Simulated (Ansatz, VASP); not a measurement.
Given: the input of a run of Ansatz 0.2.0 on MnS.

input.yaml

```yaml
crystal:
  lattice:
    - [0.0, 2.4734634191, 2.4734634191]
    - [2.4734634191, 0.0, 2.4734634191]
    - [2.4734634191, 2.4734634191, 0.0]
  atoms:
    - { symbol: Mn, position: [0.0, 0.0, 0.0], spin: 4.0 }
    - { symbol: S, position: [0.75, 0.75, 0.75] }
kpoints:
  mp_grid: { grid: [9, 9, 9] }
scf:
  occupations: { method: gaussian, width: 0.027 }
hamiltonian:
  xc: pbe
  pseudopotentials: { kind: all_electron, lapw: { basis_error: 0.001 } }
magnetization:
  spin_polarized: true
output:
  forces: true
  stress: true
  eigenvalues: true
```

Potentials or basis: all-electron LAPW, scalar-relativistic.

Run with:

```console
$ ansatz run input.yaml --threads 2 --pin off --max-ram 6144MiB --backend cpu --events-out ev --progress --plain --runs-dir out
```

Task: Set up the same calculation for VASP 6.6.1. Potentials there: VASP PAW PBE potentials, release 64 (Mn_pv, S).

Result: As run (the cutoff follows the program's own potentials):

Contents of INCAR:

```
  PREC = Accurate
  ENCUT = 520
  EDIFF = 1E-6
  ISMEAR = 0
  SIGMA = 0.027000000000000003
  LREAL = False
  LASPH = True
  NELM = 150
  ALGO = Normal
  ISIF = 2
  LWAVE = False
  LCHARG = False
  ISPIN = 2
  MAGMOM = 4 0
  LORBIT = 11
  LMAXMIX = 4
  GGA = PE
  NBANDS = 20
```

The input KPOINTS:

```
Automatic mesh
0
Gamma
  9 9 9
```

Contents of POSCAR:

```
MnS
1.0
    0.0000000000      2.4734634191      2.4734634191
    2.4734634191      0.0000000000      2.4734634191
    2.4734634191      2.4734634191      0.0000000000
Mn S
1 1
Direct
    0.0000000000      0.0000000000      0.0000000000
    0.7500000000      0.7500000000      0.7500000000
```

Potentials or basis: VASP PAW PBE potentials, release 64 (Mn_pv, S).

The run is started by

```console
$ cat potpaw_PBE.64/Mn_pv/POTCAR potpaw_PBE.64/S/POTCAR > POTCAR
$ mpirun -np 1 vasp_std > vasp.out
```

Both were run:

|  | VASP | Ansatz | Ansatz less VASP |
| --- | --- | --- | --- |
| gap on the k mesh at the Fermi level (eV) | none | none | - |
| pressure (GPa) | 3.0 | 2.9 | -0.06 |
| net moment per atom (μB) | 0.11 | 0.11 | 0.000 |
| size of the moment on the site where the two differ most (μB) | 0.22 | 0.22 | -0.003 |

Site moments also hang on the region over which each program counts them. A gap of «none» marks a metal or a gap that the smearing closes. Ansatz ran all-electron here, and VASP with PAW potentials.
